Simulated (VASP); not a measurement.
SnO2, 6 atoms in the cell. The structure is hexagonal, space group P6_3/mmc (No. 194). Conventional cell: a = 3.231 Å, b = 3.231 Å, c = 10.791 Å, α = 90.00°, β = 90.00°, γ = 120.00°. Sn (site symmetry -3m) has 6 O at 2.12 Å within 2.8 Å. O (site symmetry 3m) has 3 Sn at 2.12 Å and 3 O at 2.76 Å within 2.8 Å. 

* Program: VASP 6.6.1
* Task: relaxation of cell and atoms
* Functional: LDA
* Potentials or basis: VASP PAW LDA potentials, release 64 (Sn_d, O)
* Cutoff: 600 eV
* k mesh: 9 × 9 × 3
* Occupations: fermi-dirac, width 0.05 eV
* Spin: no spin polarisation
* Dipole correction: no
* Further INCAR settings: ALGO = Normal; EDIFF = 1e-06; IBRION = 2; EDIFFG = -0.01; NSW = 60; ISIF = 3

Potentials or basis: VASP PAW LDA potentials, release 64 (Sn_d, O).

The run is started by

```sh
$ cat potpaw_LDA.64/Sn_d/POTCAR potpaw_LDA.64/O/POTCAR > POTCAR
$ mpirun -np 1 vasp_std > vasp.out
```

Hardware: 1 thread of Intel(R) Xeon(R) 6975P-C (Granite Rapids), on a shared host.

How long does it take, and how much memory?

Wall time 7.4 min on 1 thread of Intel(R) Xeon(R) 6975P-C (Granite Rapids), with other jobs on the host, peak memory 0.26 GiB. Counts: scf iterations 132, k points 24, ion steps 17.
